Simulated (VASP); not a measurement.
# Be2Ru3 (Pm-3m) in VASP: further runs

Be2Ru3 is run at these levels: PBE; tasks: single point, relaxation of cell and atoms.

Everything below comes from runs of VASP 6.6.1. Logs are shortened: lines on timing, memory, paths and dates and some standing lists are left out, and cuts for length are marked.

## Step 1: The cell of the first run

Symmetry: Pm-3m, No. 221, cubic system. Conventional cell: a = 4.039 Å, b = 4.039 Å, c = 4.039 Å, α = 90.00°, β = 90.00°, γ = 90.00°. Within 3.8 Å of Be (site symmetry m-3m) lie 12 Ru at 2.86 Å and 8 Be at 3.50 Å. Within 2.7 Å of Be (site symmetry m-3m) lie 6 Ru at 2.02 Å. Within 2.7 Å of Ru (site symmetry 4/mmm) lie 2 Be at 2.02 Å.

## Step 2: Single point, PBE

The input, INCAR:

```
PREC = Accurate
ENCUT = 520
EDIFF = 1E-7
ISMEAR = 0
SIGMA = 0.1
LREAL = F
LASPH = T
NELM = 100
ALGO = Normal
ISIF = 2
LWAVE = F
LCHARG = F
GGA = PE
NBANDS = 31
```

The input, KPOINTS:

```
Automatic mesh
0
Gamma
  10 10 10
```

The input, POSCAR:

```
Be2Ru3
1.0
    4.0391592464      0.0000000000      0.0000000000
    0.0000000000      4.0391592464      0.0000000000
    0.0000000000      0.0000000000      4.0391592464
Be Ru
2 3
Direct
    0.0000000000      0.0000000000      0.0000000000
    0.5000000000      0.5000000000      0.5000000000
    0.0000000000      0.5000000000      0.5000000000
    0.5000000000      0.0000000000      0.5000000000
    0.5000000000      0.5000000000      0.0000000000
```

Potentials or basis: VASP PAW PBE potentials, release 64 (Be, Ru_pv).

The run is started by

```console
$ cat potpaw_PBE.64/Be/POTCAR potpaw_PBE.64/Ru_pv/POTCAR > POTCAR
$ mpirun -np 1 vasp_std > vasp.out
```

OUTCAR:

```text
PREC = Accurate
   ENCUT = 520
   EDIFF = 1E-7
   ISMEAR = 0
   LREAL = F
   LASPH = T
   NELM = 100
   ISIF = 2
   GGA = PE

 ion  position               nearest neighbor table
   1  0.000  0.000  0.000-   3 2.86   4 2.86   5 2.86   3 2.86   4 2.86   3 2.86   5 2.86   3 2.86
                             4 2.86   5 2.86   4 2.86   5 2.86
   2  0.500  0.500  0.500-   3 2.02   4 2.02   5 2.02   5 2.02   4 2.02   3 2.02
   3  0.000  0.500  0.500-   2 2.02   2 2.02   4 2.86   5 2.86   1 2.86   5 2.86   1 2.86   4 2.86
                             1 2.86   1 2.86   4 2.86   5 2.86   5 2.86   4 2.86
   4  0.500  0.000  0.500-   2 2.02   2 2.02   3 2.86   5 2.86   1 2.86   5 2.86   1 2.86   3 2.86
                             5 2.86   5 2.86   1 2.86   3 2.86   1 2.86   3 2.86
   5  0.500  0.500  0.000-   2 2.02   2 2.02   3 2.86   4 2.86   1 2.86   3 2.86   4 2.86   1 2.86
                             4 2.86   4 2.86   1 2.86   3 2.86   3 2.86   1 2.86

  LATTYP: Found a simple cubic cell.
 ALAT       =     4.0391592464

  Lattice vectors:

 A1 = (   4.0391592464,   0.0000000000,   0.0000000000)
 A2 = (   0.0000000000,   4.0391592464,   0.0000000000)
 A3 = (   0.0000000000,   0.0000000000,   4.0391592464)

Analysis of symmetry for initial positions (statically):
=====================================================================
 Subroutine PRICEL returns:
 Original cell was already a primitive cell.

 Routine SETGRP: Setting up the symmetry group for a
 simple cubic supercell.

 Subroutine GETGRP returns: Found 48 space group operations
 (whereof 48 operations were pure point group operations)
 out of a pool of 48 trial point group operations.

The static configuration has the point symmetry O_h .

Analysis of symmetry for dynamics (positions and initial velocities):
=====================================================================
 Subroutine PRICEL returns:
 Original cell was already a primitive cell.

 Routine SETGRP: Setting up the symmetry group for a
 simple cubic supercell.

 Subroutine GETGRP returns: Found 48 space group operations
 (whereof 48 operations were pure point group operations)
 out of a pool of 48 trial point group operations.

The dynamic configuration has the point symmetry O_h .

 Subroutine INISYM returns: Found 48 space group operations
 (whereof 48 operations are pure point group operations),
 and found     1 'primitive' translations

----------------------------------------------------------------------------------------

[... 94 lines left out ...]
   LSORBIT =      F    spin-orbit coupling
   LASPH  =      T    aspherical Exc in radial PAW
   ENCUT  =  520.0 eV  38.22 Ry    6.18 a.u.   7.51  7.51  7.51*2*pi/ulx,y,z
   NELM   =    100;   NELMIN=  2; NELMDL= -5     # of ELM steps
   EDIFF  = 0.1E-06   stopping-criterion for ELM
   LREAL  =      F    real-space projection
   EDIFFG = 0.1E-05   stopping-criterion for IOM
   NSW    =      0    number of steps for IOM
   IBRION =     -1    ionic relax: 0-MD 1-quasi-New 2-CG
   NFREE  =      0    steps in history (QN), initial steepest desc. (CG)
   ISIF   =      2    stress and relaxation
   ISYM   =      2    0-nonsym 1-usesym 2-fastsym
   POTIM  = 0.5000    time-step for ionic-motion
   TEBEG  =    0.0;   TEEND  =   0.0 temperature during run
   PSTRESS=    0.0 pullay stress
   NELECT =      46.0000    total number of electrons
   NUPDOWN=      -1.0000    fix difference up-down
   EMIN   =  10.00;   EMAX   =-10.00  energy-range for DOS
   EFERMI =   0.00;   METHOD = LEGACY
   ISMEAR =     0;   SIGMA  =   0.10  broadening in eV -4-tet -1-fermi 0-gaus
   EFERMI_NEDOS =   21; number of points for ismear=-14 and -15
   IALGO  =     38    algorithm
   IMIX   =      4    mixing-type and parameters
     AMIX     =   0.40;   BMIX     =  1.00
     AMIX_MAG =   1.60;   BMIX_MAG =  1.00
  volume/ion in A,a.u.               =      13.18        88.94
  Fermi-wavevector in a.u.,A,eV,Ry     =   1.452234  2.744323 28.694446  2.108982
  Thomas-Fermi vector in A             =   2.569639
   LORBIT       =      0    0 simple, 1 ext, 2 COOP (PROOUT), +10 PAW based schemes
   GGA     = PE    functional components
   LHFCALC =     F    Hartree Fock is set to
   AEXX    =    0.0000 exact exchange contribution
   IVDW    =     0    specifies the selected vdW correction
   LEPSILON=     F    determine dielectric tensor
   LRPA    =     F    only Hartree local field effects (RPA)
 non-spin polarized calculation
 Gauss-broadening in eV      SIGMA  =   0.10
  energy-cutoff  :      520.00
  volume of cell :       65.90
 maximum number of plane-waves:      1800
   NGX = 15   NGY = 15   NGZ = 15

 number of electron      46.0000039 magnetization

 Free energy of the ion-electron system (eV)
  ---------------------------------------------------
  ext. energy  EPLUGINS =         0.00000000
  ---------------------------------------------------
  free energy    TOTEN  =       -31.48145430 eV

  energy without entropy =      -31.44112364  energy(sigma->0) =      -31.46128897

 E-fermi :   8.4541     XC(G=0): -12.1693

 val. band max:        8.4535960339   @ k =   0.4000   0.3000   0.3000
 cond. band min:       8.4675229382   @ k =   0.4000   0.3000   0.2000
 fundamental gap:      0.0139269044
 Fermi energy:         8.4540519669

 k-point     1 :       0.0000    0.0000    0.0000
  band No.  band energies     occupation
      1     -34.1446      2.00000
      2     -34.1446      2.00000
      3     -34.1446      2.00000
      4     -33.8043      2.00000
      5     -33.8043      2.00000
      6     -33.8043      2.00000
[... 805 lines left out ...]
     30      14.5620      0.00000
     31      15.0793      0.00000

 [... further k-points ...]
[... 5 lines left out ...]
  --------------------------------------------------------------------------------------
  -------------------------------------------------------------------------------------
  Total        0.0290481      0.0290481      0.0290481      0.0000000      0.0000000     -0.0000000
  in kB        0.7062439      0.7062439      0.7062439      0.0000000      0.0000000     -0.0000000
  external PRESSURE =       0.7062439 kB  Pullay stress =       0.0000000 kB

 VOLUME and BASIS-vectors are now :
 -----------------------------------------------------------------------------
  energy-cutoff  :      520.00
  volume of cell :       65.90
      direct lattice vectors                 reciprocal lattice vectors
     4.039159246  0.000000000  0.000000000     0.247576275  0.000000000  0.000000000
     0.000000000  4.039159246  0.000000000     0.000000000  0.247576275  0.000000000
     0.000000000  0.000000000  4.039159246     0.000000000  0.000000000  0.247576275

 POSITION                                       TOTAL-FORCE (eV/Angst)
 -----------------------------------------------------------------------------------
      0.00000      0.00000      0.00000         0.000000      0.000000      0.000000
      2.01958      2.01958      2.01958         0.000000      0.000000      0.000000
      0.00000      2.01958      2.01958         0.000000      0.000000      0.000000
      2.01958      0.00000      2.01958         0.000000      0.000000      0.000000
      2.01958      2.01958      0.00000         0.000000      0.000000      0.000000
 -----------------------------------------------------------------------------------
    total drift:                                0.000000      0.000000     -0.000000

  FREE ENERGIE OF THE ION-ELECTRON SYSTEM (eV)
  ---------------------------------------------------
  free  energy   TOTEN  =       -31.4814543010 eV

  energy  without entropy=      -31.4411236360  energy(sigma->0) =      -31.46128897
```

OSZICAR:

```text
N       E                     dE             d eps       ncg     rms          rms(c)
DAV:   1     0.487510295568E+03    0.48751E+03   -0.27523E+04  3496   0.154E+03
DAV:   2    -0.219996928355E+02   -0.50951E+03   -0.49287E+03  3710   0.468E+02
DAV:   3    -0.363665079667E+02   -0.14367E+02   -0.13614E+02  4183   0.834E+01
DAV:   4    -0.365820332359E+02   -0.21553E+00   -0.21520E+00  3956   0.961E+00
DAV:   5    -0.365871616434E+02   -0.51284E-02   -0.51281E-02  4323   0.138E+00    0.242E+01
DAV:   6    -0.316507320558E+02    0.49364E+01   -0.20832E+01  3752   0.304E+01    0.329E+00
DAV:   7    -0.314955319322E+02    0.15520E+00   -0.12171E+00  3977   0.781E+00    0.227E+00
DAV:   8    -0.314834652463E+02    0.12067E-01   -0.58849E-02  4444   0.137E+00    0.101E+00
DAV:   9    -0.314815021073E+02    0.19631E-02   -0.57828E-03  3774   0.624E-01    0.120E-01
DAV:  10    -0.314814722568E+02    0.29851E-04   -0.40516E-04  4448   0.140E-01    0.667E-02
DAV:  11    -0.314814598612E+02    0.12396E-04   -0.75882E-05  3958   0.585E-02    0.220E-02
DAV:  12    -0.314814554429E+02    0.44183E-05   -0.65922E-06  4836   0.165E-02    0.112E-02
DAV:  13    -0.314814537740E+02    0.16689E-05   -0.60979E-07  3402   0.554E-03    0.140E-03
DAV:  14    -0.314814541735E+02   -0.39957E-06   -0.25748E-08  2144   0.135E-03    0.534E-04
DAV:  15    -0.314814542789E+02   -0.10534E-06   -0.44430E-09  1967   0.490E-04    0.998E-05
DAV:  16    -0.314814543010E+02   -0.22128E-07   -0.93223E-10  1939   0.241E-04
   1 F= -.31481454E+02 E0= -.31461289E+02  d E =-.403307E-01
```

Run time: 69 s. Hardware: 1 thread of Intel Xeon Platinum 8488C (Sapphire Rapids), shared host; peak memory 0.23 GiB.

Results:

```
Free energy            : -31.4815 eV
Pressure               : 0.1 GPa
Band gap on the k mesh : zero (band 23 reaches 9.01 eV, above the bottom of band 24 at 8.19 eV)
```

Levels at points of the mesh, in eV from the Fermi level:
| k point | band 20 | band 21 | band 22 | band 23 | band 24 | band 25 | band 26 | band 27 |
| --- | --- | --- | --- | --- | --- | --- | --- | --- |
| (0.00, 0.00, 0.00) | -0.04 | -0.04 | 0.56 | 0.56 | 0.56 | 1.47 | 1.73 | 1.73 |
| (0.50, 0.00, 0.00) | -1.07 | -1.03 | -0.50 | -0.50 | -0.17 | 0.23 | 1.73 | 5.24 |
| (0.50, 0.50, 0.00) | -1.53 | -1.53 | -0.68 | -0.22 | 0.06 | 0.21 | 1.07 | 2.54 |
| (0.50, 0.50, 0.50) | -0.81 | -0.40 | -0.40 | -0.40 | 0.09 | 0.09 | 1.40 | 1.40 |

## Step 3: Relaxation of cell and atoms, PBE

The input, INCAR:

```
SYSTEM = Be2Ru3
PREC = Accurate ; ENCUT = 600
EDIFF = 1E-7 ; ISMEAR = 0
SIGMA = 0.1 ; LREAL = .False.
LASPH = .True. ; NELM = 100
ALGO = Normal ; ISIF = 3
LWAVE = .False. ; LCHARG = .False.
GGA = PE ; IBRION = 2
NSW = 100 ; EDIFFG = -0.01
```

The input, KPOINTS:

```
Automatic mesh
0
Gamma
  10 10 10
  0 0 0
```

POSCAR is that of step 2.

Potentials or basis: VASP PAW PBE potentials, release 64 (Be, Ru_pv).

The run is started by

```console
$ cat potpaw_PBE.64/Be/POTCAR potpaw_PBE.64/Ru_pv/POTCAR > POTCAR
$ mpirun -np 1 vasp_std > vasp.out
```

It took 52 s on 1 thread of Intel Xeon Platinum 8488C (Sapphire Rapids), shared host; peak memory 0.24 GiB.

It converged, with:

```yaml
Free_energy: -31.4817 eV
Pressure_after_relaxing: 0.0 GPa
Band_gap_on_the_k_mesh: zero (band 23 reaches 9.01 eV, above the bottom of band 24 at 8.19 eV)
```

Final structure:
```xyz
5
Lattice="4.0392 0.0000 0.0000 0.0000 4.0392 0.0000 0.0000 0.0000 4.0392" Properties=species:S:1:pos:R:3 pbc="T T T"
Be    0.0000    0.0000    0.0000
Be    2.0196    2.0196    2.0196
Ru    0.0000    2.0196    2.0196
Ru    2.0196    0.0000    2.0196
Ru    2.0196    2.0196    0.0000
```

Levels at points of the mesh, in eV from the Fermi level:
```tsv
k point	band 19	band 20	band 21	band 22	band 23	band 24	band 25	band 26	band 27
(0.00, 0.00, 0.00)	-0.50	-0.04	-0.04	0.56	0.56	0.56	1.47	1.73	1.73
(0.50, 0.00, 0.00)	-1.90	-1.07	-1.03	-0.50	-0.50	-0.17	0.23	1.73	5.24
(0.50, 0.50, 0.00)	-1.88	-1.53	-1.53	-0.68	-0.22	0.06	0.21	1.07	2.54
(0.50, 0.50, 0.50)	-1.36	-0.81	-0.40	-0.40	-0.40	0.09	0.09	1.40	1.40
```

Caveat: the relaxation stopped at its first step, so nothing moved.

[end of part 1 of 2]
